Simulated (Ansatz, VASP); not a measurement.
## Rb3W in VASP and in Ansatz

File INCAR:

```
SYSTEM = Rb3W
PREC     = Accurate       ! precision mode
ENCUT    = 600            ! plane-wave cutoff, eV
EDIFF    = 1E-6           ! SCF threshold, eV
ISMEAR   = 0              ! smearing method
SIGMA    = 0.1            ! smearing width, eV
LREAL    = .FALSE.        ! projectors in reciprocal space
LASPH    = .TRUE.         ! aspherical terms in the spheres
NELM     = 80             ! most SCF steps
ALGO     = Fast           ! electronic algorithm
ISIF     = 3              ! what is computed and relaxed
LWAVE    = .FALSE.        ! write WAVECAR
LCHARG   = .FALSE.        ! write CHGCAR
GGA      = PE             ! functional
IBRION   = 2              ! ionic algorithm
NSW      = 100            ! ionic steps
EDIFFG   = -0.01          ! ionic threshold
```

File KPOINTS:

```
regular mesh
0
G
  8 8 8
  0 0 0
```

Contents of POSCAR:

```
Rb3W
1.0
    5.7015832940      0.0000000000      0.0000000000
    0.0000000000      5.7015832940      0.0000000000
    0.0000000000      0.0000000000      5.7015832940
Rb W
3 1
Direct
    0.0000000000      0.5000000000      0.5000000000
    0.5000000000      0.0000000000      0.5000000000
    0.5000000000      0.5000000000      0.0000000000
    0.0000000000      0.0000000000      0.0000000000
```

Input for Ansatz:

```yaml
crystal:
  lattice:
    - [5.701583294, 0.0, 0.0]
    - [0.0, 5.701583294, 0.0]
    - [0.0, 0.0, 5.701583294]
  atoms:
    - { symbol: Rb, position: [0.0, 0.5, 0.5] }
    - { symbol: Rb, position: [0.5, 0.0, 0.5] }
    - { symbol: Rb, position: [0.5, 0.5, 0.0] }
    - { symbol: W, position: [0.0, 0.0, 0.0] }
basis:
  ecutwfc: 420
kpoints:
  mp_grid: { grid: [8, 8, 8] }
hamiltonian:
  xc: pbe
scf:
  occupations: { method: gaussian, width: 0.1 }
output:
  forces: true
  stress: true
  eigenvalues: true
relax:
  adjacent_minimum: "off"
  f_tol: 0.01
  max_steps: 80
  cell: { stress_tol: 0.05 }
```

Alike in both runs: task relaxation of cell and atoms; functional PBE; k mesh 8 × 8 × 8; occupations gaussian, width 0.1 eV; no spin polarisation.

|  | VASP | Ansatz |
| --- | --- | --- |
| version | VASP 6.6.1 | Ansatz 0.2.0 |
| potentials or method | VASP PAW PBE potentials, release 64 (Rb_sv, W_sv), cutoff 600 eV | scalar-relativistic, plane waves, PAW |
| valence electrons in the cell | 41 | 41 |

Ansatz gave:

```
gap on the k mesh at the Fermi level, each at its own relaxed structure (eV)  : none
relaxed volume (Å³/atom)                                                      : 47.16
relaxed length of the cell vector where the two differ most in proportion (Å) : 5.735
```

Q: What did VASP give for the same quantities?

A: gap on the k mesh at the Fermi level, each at its own relaxed structure (eV): none; relaxed volume (Å³/atom): 47.19; relaxed length of the cell vector where the two differ most in proportion (Å): 5.736.

A gap of «none» marks a metal or a gap that the smearing closes.

Neither program's run includes spin-orbit coupling.
